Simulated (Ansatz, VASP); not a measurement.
**BaS: VASP beside Ansatz**

```
Ba S
1.0
     0.00000    3.16942    3.16942
     3.16942    0.00000    3.16942
     3.16942    3.16942    0.00000
Ba S
1 1
Direct
  0.00000 0.00000 0.00000
  0.50000 0.50000 0.50000
```

Alike in both runs: functional r2SCAN; k mesh 8 × 8 × 8; occupations fermi-dirac, width 0.02 eV; no spin polarisation.

Ansatz relaxed the structure, and its values are those at the end. VASP's run is a single point on that final structure, the one shown.

|  | VASP | Ansatz |
| --- | --- | --- |
| version | VASP 6.6.1 | Ansatz 0.2.0 |
| potentials or method | VASP PAW PBE potentials, release 64 (Ba_sv, S), cutoff 520 eV | PAW plane waves |
| valence electrons in the cell | 16 | 16 |

|  | VASP | Ansatz | Ansatz less VASP |
| --- | --- | --- | --- |
| gap on the k mesh at the Fermi level (eV) | 2.42 | 2.52 | +0.096 |
| pressure (GPa) | 2.6 | 2.0 | -0.64 |

VASP's potentials were made for PBE, not for r2SCAN. Ansatz's warnings: stress scf threshold loose.

Spin-orbit coupling is off throughout.
